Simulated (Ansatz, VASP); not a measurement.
**CaSe: VASP beside Ansatz**

```
Ca Se
1.0
     0.00000    2.93469    2.93469
     2.93469    0.00000    2.93469
     2.93469    2.93469    0.00000
Ca Se
1 1
Direct
  0.00000 0.00000 0.00000
  0.50000 0.50000 0.50000
```

Alike in both runs: functional PBE; dispersion D3(BJ); k mesh 8 × 8 × 8; occupations gaussian, width 0.02 eV; no spin polarisation.

Ansatz relaxed the structure, and its values are those at the end. VASP's run is a single point on that final structure, the one shown.

|  | VASP | Ansatz |
| --- | --- | --- |
| version | VASP 6.6.1 | Ansatz 0.2.0 |
| potentials or method | VASP PAW PBE potentials, release 64 (Ca_sv, Se), cutoff 520 eV | scalar-relativistic, plane waves, PAW |
| valence electrons in the cell | 16 | 26 |

```csv
,VASP,Ansatz,Ansatz less VASP
gap on the k mesh at the Fermi level (eV),1.97,1.98,+0.010
least direct gap on the mesh (eV),2.92,2.93,+0.009
pressure (GPa),0.2,0.0,-0.19
```

VASP's potentials hold 16 valence electrons a cell and Ansatz's 26, so a difference there can come from the potentials and not from the codes.
